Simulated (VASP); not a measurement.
A run of VASP 6.6.1:

Contents of INCAR:

```
SYSTEM = GaSb
  PREC = Accurate
  ENCUT = 520
  EDIFF = 1E-7
  ISMEAR = 0
  SIGMA = 0.1
  LREAL = .False.
  LASPH = .True.
  NELM = 60
  ALGO = Normal
  ISIF = 2
  LWAVE = .False.
  LCHARG = .True.
  GGA = PE
  LELF = .True.
  LVHAR = .True.
  NBANDS = 16
```

Contents of KPOINTS:

```
Automatic mesh
0
Gamma
  12 12 12
  0 0 0
```

File POSCAR:

```
GaSb
1.0
    0.0000000000      3.2072123910      3.2072123910
    3.2072123910      0.0000000000      3.2072123910
    3.2072123910      3.2072123910      0.0000000000
Ga Sb
1 1
Direct
    0.0000000000      0.0000000000      0.0000000000
    0.2500000000      0.2500000000      0.2500000000
```

Potentials or basis: VASP PAW PBE potentials, release 64 (Ga_d, Sb).

Launch:

```bash
$ cat potpaw_PBE.64/Ga_d/POTCAR potpaw_PBE.64/Sb/POTCAR > POTCAR
$ mpirun -np 1 vasp_std > vasp.out
```

Hardware: 1 thread of Intel Xeon 8259CL (shared host).

**Question.** How long does it take, and how much memory?

**Answer.** It took 96 s on 1 thread of Intel Xeon 8259CL (shared host), peak memory 0.25 GiB. Counts: scf iterations 13, k points 72.
